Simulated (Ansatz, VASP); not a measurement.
Two plane-wave programs on BaTa3O2

```xyz
6
Lattice="6.8900 0.0000 0.0000 -3.4450 5.9669 0.0000 0.0000 0.0000 2.9595" Properties=species:S:1:pos:R:3 pbc="T T T"
Ba    0.0000    0.0000    1.4797
Ta    3.4450    0.0000    0.0000
Ta   -1.7225    2.9835    0.0000
Ta    1.7225    2.9835    0.0000
O     0.0000    3.9780    0.0000
O     3.4450    1.9890    0.0000
```

Alike in both runs: task relaxation of cell and atoms; functional PBE; k mesh 6 × 6 × 12; occupations gaussian, width 0.1 eV; no spin polarisation.

|  | VASP | Ansatz |
| --- | --- | --- |
| version | VASP 6.6.1 | Ansatz 0.2.0 |
| potentials or method | VASP PAW PBE potentials, release 64 (Ba_sv, Ta_pv, O), cutoff 600 eV | scalar-relativistic, plane waves, PAW |
| valence electrons in the cell | 55 | 61 |

VASP gave:

| Quantity | Value |
| --- | --- |
| gap on the k mesh at the Fermi level, each at its own relaxed structure (eV) | none |
| relaxed volume (Å³/atom) | 20.60 |
| relaxed cell length with the largest relative difference (Å) | 3.010 |

**Question.** What did Ansatz give for the same quantities?

**Answer.** gap on the k mesh at the Fermi level, each at its own relaxed structure (eV): none; relaxed volume (Å³/atom): 20.49; relaxed cell length with the largest relative difference (Å): 3.000.

A gap of «none» marks a metal or a gap that the smearing closes. VASP's potentials hold 55 valence electrons a cell and Ansatz's 61, so a difference there can come from the potentials and not from the codes.

Spin-orbit coupling is off throughout.
